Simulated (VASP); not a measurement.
# Hf in VASP: further runs, part 2 of 2

VASP 6.6.1. The steps go on from the part before.

### 3 Single point, r2SCAN (strain -0.040 along x and y, +0.040 along z)

Contents of POSCAR:

```
Hf
1.0
    0.0000000000      2.1312000000      2.3088000000
    2.1312000000      0.0000000000      2.3088000000
    2.1312000000      2.1312000000      0.0000000000
Hf
1
Direct
    0.0000000000      0.0000000000      0.0000000000
```

Contents of INCAR.step1:

```
SYSTEM = Hf
ALGO     = Normal         ! electronic algorithm
EDIFF    = 1E-4           ! SCF threshold, eV
ENCUT    = 520            ! plane-wave cutoff, eV
GGA      = PE             ! functional
ISMEAR   = 0              ! smearing method
LASPH    = .TRUE.         ! aspherical terms in the spheres
LCHARG   = .FALSE.        ! write CHGCAR
LREAL    = .FALSE.        ! projectors in reciprocal space
LWAVE    = .TRUE.         ! write WAVECAR
NBANDS   = 11             ! bands
NELM     = 100            ! most SCF steps
PREC     = Accurate       ! precision mode
SIGMA    = 0.15           ! smearing width, eV
```

Contents of INCAR.step2:

```
SYSTEM = Hf
ALGO     = Normal         ! electronic algorithm
EDIFF    = 1E-7           ! SCF threshold, eV
ENCUT    = 520            ! plane-wave cutoff, eV
ISIF     = 2              ! what is computed and relaxed
ISMEAR   = 0              ! smearing method
ISTART   = 1            
LASPH    = .TRUE.         ! aspherical terms in the spheres
LCHARG   = .FALSE.        ! write CHGCAR
LMIXTAU  = .TRUE.       
LREAL    = .FALSE.        ! projectors in reciprocal space
LWAVE    = .FALSE.        ! write WAVECAR
METAGGA  = R2SCAN         ! meta-GGA
NBANDS   = 11             ! bands
NELM     = 100            ! most SCF steps
PREC     = Accurate       ! precision mode
SIGMA    = 0.15           ! smearing width, eV
```

Contents of KPOINTS:

```
k-points
0
G
  18 18 18
  0 0 0
```

Potentials or basis: VASP PAW PBE potentials, release 64 (Hf_pv).

Run with:

```sh
$ cat potpaw_PBE.64/Hf_pv/POTCAR > POTCAR
$ cp INCAR.step1 INCAR
$ mpirun -np 1 vasp_std > vasp.out
$ cp INCAR.step2 INCAR
$ mpirun -np 1 vasp_std > vasp.out
```

OUTCAR:

```text
SYSTEM = Hf
   EDIFF = 1E-7
   ENCUT = 520
   ISIF = 2
   ISMEAR = 0
   ISTART = 1
   LASPH = .TRUE.
   LREAL = .FALSE.
   METAGGA = R2SCAN
   NELM = 100
   PREC = Accurate

 ion  position               nearest neighbor table
   1  0.000  0.000  0.000-

  LATTYP: Found a body centered tetragonal cell.
 ALAT       =     3.0139719441
 C/A-ratio  =     1.5320646926

  Lattice vectors:

 A1 = (  -2.1312000000,   0.0000000000,   2.3088000000)
 A2 = (   2.1312000000,   0.0000000000,   2.3088000000)
 A3 = (   0.0000000000,   2.1312000000,  -2.3088000000)

Analysis of symmetry for initial positions (statically):
=====================================================================
 Subroutine PRICEL returns:
 Original cell was already a primitive cell.

 Routine SETGRP: Setting up the symmetry group for a
 body centered tetragonal supercell.

 Subroutine GETGRP returns: Found 16 space group operations
 (whereof 16 operations were pure point group operations)
 out of a pool of 16 trial point group operations.

The static configuration has the point symmetry D_4h.

Analysis of symmetry for dynamics (positions and initial velocities):
=====================================================================
 Subroutine PRICEL returns:
 Original cell was already a primitive cell.

 Routine SETGRP: Setting up the symmetry group for a
 body centered tetragonal supercell.

 Subroutine GETGRP returns: Found 16 space group operations
 (whereof 16 operations were pure point group operations)
 out of a pool of 16 trial point group operations.

The dynamic configuration has the point symmetry D_4h.

 Subroutine INISYM returns: Found 16 space group operations
 (whereof 16 operations are pure point group operations),
 and found     1 'primitive' translations

----------------------------------------------------------------------------------------

                                     Primitive cell

  volume of cell :      20.9732

  direct lattice vectors                    reciprocal lattice vectors
     0.000000000  2.131200000  2.308800000    -0.234609610  0.234609610  0.216562717
     2.131200000  0.000000000  2.308800000     0.234609610 -0.234609610  0.216562717
     2.131200000  2.131200000  0.000000000     0.234609610  0.234609610 -0.216562717

  length of vectors
     3.142064748  3.142064748  3.013971944     0.396210485  0.396210485  0.396210485

  position of ions in fractional coordinates (direct lattice)
     0.000000000  0.000000000  0.000000000

  ion indices of the primitive-cell ions
   primitive index   ion index
                 1           1

----------------------------------------------------------------------------------------

 KPOINTS: k-points

Automatic generation of k-mesh.
 Grid dimensions read from file:
 generate k-points for:   18   18   18

 Generating k-lattice:

  Cartesian coordinates                     Fractional coordinates (reciprocal lattice)
    -0.013033867  0.013033867  0.012031262     0.055555556 -0.000000000  0.000000000
     0.013033867 -0.013033867  0.012031262    -0.000000000  0.055555556  0.000000000
     0.013033867  0.013033867 -0.012031262     0.000000000  0.000000000  0.055555556

  Length of vectors
     0.022011694  0.022011694  0.022011694

  Shift w.r.t. Gamma in fractional coordinates (k-lattice)
     0.000000000  0.000000000  0.000000000

 Subroutine IBZKPT returns following result:
 ===========================================

 Found    480 irreducible k-points:

 Following reciprocal coordinates:
            Coordinates               Weight
  0.000000  0.000000  0.000000      1.000000
  0.055556 -0.000000  0.000000      8.000000
  0.111111 -0.000000  0.000000      8.000000
  0.166667 -0.000000  0.000000      8.000000
  0.222222 -0.000000  0.000000      8.000000
  0.277778 -0.000000  0.000000      8.000000
[... 16 lines left out ...]
 -0.277778  0.055556  0.000000      8.000000
 -0.222222  0.055556  0.000000      8.000000
 [... further k-points ...]
   k-points           NKPTS =    480   k-points in BZ     NKDIM =    480   number of bands    NBANDS=     11
   number of dos      NEDOS =    301   number of ions     NIONS =      1
   total plane-waves  NPLWV =  13824
   dimension x,y,z NGX =    24 NGY =   24 NGZ =   24
   dimension x,y,z NGXF=    48 NGYF=   48 NGZF=   48
   ions per type =               1
   NGX,Y,Z   is equivalent  to a cutoff of  12.70, 12.70, 13.24 a.u.
   NGXF,Y,Z  is equivalent  to a cutoff of  25.40, 25.40, 26.48 a.u.
 SYSTEM =  Hf
   PREC   = accura    normal or accurate (medium, high low for compatibility)
   ISTART =      1    job   : 0-new  1-cont  2-samecut
   ICHARG =      0    charge: 1-file 2-atom 10-const
   ISPIN  =      1    spin polarized calculation?
   LNONCOLLINEAR =      F non collinear calculations
   LSORBIT =      F    spin-orbit coupling
   LASPH  =      T    aspherical Exc in radial PAW
   ENCUT  =  520.0 eV  38.22 Ry    6.18 a.u.   5.84  5.84  5.60*2*pi/ulx,y,z
   NELM   =    100;   NELMIN=  2; NELMDL=  0     # of ELM steps
   EDIFF  = 0.1E-06   stopping-criterion for ELM
   LREAL  =      F    real-space projection
   EDIFFG = 0.1E-05   stopping-criterion for IOM
   NSW    =      0    number of steps for IOM
   IBRION =     -1    ionic relax: 0-MD 1-quasi-New 2-CG
   NFREE  =      0    steps in history (QN), initial steepest desc. (CG)
   ISIF   =      2    stress and relaxation
   ISYM   =      2    0-nonsym 1-usesym 2-fastsym
   POTIM  = 0.5000    time-step for ionic-motion
   TEBEG  =    0.0;   TEEND  =   0.0 temperature during run
   PSTRESS=    0.0 pullay stress
   NELECT =      10.0000    total number of electrons
   NUPDOWN=      -1.0000    fix difference up-down
   EMIN   =  10.00;   EMAX   =-10.00  energy-range for DOS
   EFERMI =   0.00;   METHOD = LEGACY
   ISMEAR =     0;   SIGMA  =   0.15  broadening in eV -4-tet -1-fermi 0-gaus
   EFERMI_NEDOS =   21; number of points for ismear=-14 and -15
   IALGO  =     38    algorithm
   IMIX   =      4    mixing-type and parameters
     AMIX     =   0.40;   BMIX     =  1.00
     AMIX_MAG =   1.60;   BMIX_MAG =  1.00
  volume/ion in A,a.u.               =      20.97       141.53
  Fermi-wavevector in a.u.,A,eV,Ry     =   1.278949  2.416863 22.255196  1.635711
  Thomas-Fermi vector in A             =   2.411463
   LORBIT       =      0    0 simple, 1 ext, 2 COOP (PROOUT), +10 PAW based schemes
   METAGGA = R2SCAN    functional components
   LHFCALC =     F    Hartree Fock is set to
   AEXX    =    0.0000 exact exchange contribution
   IVDW    =     0    specifies the selected vdW correction
   LEPSILON=     F    determine dielectric tensor
   LRPA    =     F    only Hartree local field effects (RPA)
 non-spin polarized calculation
 Gauss-broadening in eV      SIGMA  =   0.15
  energy-cutoff  :      520.00
  volume of cell :       20.97
 maximum number of plane-waves:       584
   NGX = 11   NGY = 11   NGZ = 11

 number of electron      10.0000002 magnetization

 Free energy of the ion-electron system (eV)
  ---------------------------------------------------
  ext. energy  EPLUGINS =         0.00000000
  ---------------------------------------------------
  free energy    TOTEN  =       -45.02693814 eV

  energy without entropy =      -45.01027392  energy(sigma->0) =      -45.01860603

 E-fermi :   5.0475     XC(G=0): -12.5000

 val. band max:        5.0468168787   @ k =  -0.4444   0.2778   0.2222
 cond. band min:       5.0478769016   @ k =  -0.2222   0.4444   0.2222
 fundamental gap:      0.0010600229
 Fermi energy:         5.0474716731

 k-point     1 :       0.0000    0.0000    0.0000
  band No.  band energies     occupation
      1     -25.8129      2.00000
      2     -25.8073      2.00000
      3     -25.8073      2.00000
      4      -2.7012      2.00000
      5       6.0626      0.00000
      6       7.0844      0.00000
      7       7.0844      0.00000
      8       9.0771      0.00000
      9      10.6390      0.00000
     10      17.2178      0.00000
     11      17.2799      0.00000
[... 309 lines left out ...]
 k-point    24 :      -0.2222    0.0556    0.0000
  band No.  band energies     occupation
      1     -26.3593      2.00000
      2     -25.9211      2.00000
      3     -25.8334      2.00000
      4      -0.5955      2.00000
      5       5.1577      0.29887
      6       6.5953      0.00000
      7       7.7391      0.00000
      8       9.5543      0.00000
      9      10.0171      0.00000
     10      17.2794      0.00000
     11      17.5953      0.00000

 [... further k-points ...]

------------------------ aborting loop because EDIFF is reached ----------------------------------------

  FORCE on cell =-STRESS in cart. coord.  units (eV):
  Direction    XX          YY          ZZ          XY          YZ          ZX
  --------------------------------------------------------------------------------------
  -------------------------------------------------------------------------------------
  Total        1.1357064      1.1357064      0.5405493      0.0000000      0.0000000     -0.0000000
  in kB       86.7584796     86.7584796     41.2934465      0.0000000      0.0000000     -0.0000000
  external PRESSURE =      71.6034686 kB  Pullay stress =       0.0000000 kB

 VOLUME and BASIS-vectors are now :
 -----------------------------------------------------------------------------
  energy-cutoff  :      520.00
  volume of cell :       20.97
      direct lattice vectors                 reciprocal lattice vectors
     0.000000000  2.131200000  2.308800000    -0.234609610  0.234609610  0.216562717
     2.131200000  0.000000000  2.308800000     0.234609610 -0.234609610  0.216562717
     2.131200000  2.131200000  0.000000000     0.234609610  0.234609610 -0.216562717

 POSITION                                       TOTAL-FORCE (eV/Angst)
 -----------------------------------------------------------------------------------
      0.00000      0.00000      0.00000         0.000000      0.000000     -0.000000
 -----------------------------------------------------------------------------------
    total drift:                                0.000000      0.000000     -0.000000

  FREE ENERGIE OF THE ION-ELECTRON SYSTEM (eV)
  ---------------------------------------------------
  free  energy   TOTEN  =       -45.0269381413 eV

  energy  without entropy=      -45.0102739169  energy(sigma->0) =      -45.01860603
```

Run time: 5 min. Hardware: 1 thread of Intel Xeon 8259CL, shared host; peak memory 0.24 GiB.

What came out:

- Free energy: -45.0269 eV
- Pressure: 7.2 GPa
- Band gap on the k mesh: zero (bands 5 and 6 overlap by 1.84 eV)

Stress tensor (GPa, compression positive):
```
8.68 0.00 0.00
0.00 8.68 0.00
0.00 0.00 4.13
```

Caveat: the cell differs from its parent crystal (strain -0.040 along x and y, +0.040 along z); the cell stands under pressure; the PAW data sets were made with another functional, which shifts forces and pressure a little; spin-orbit coupling is left out, which moves the levels of the heavy elements.
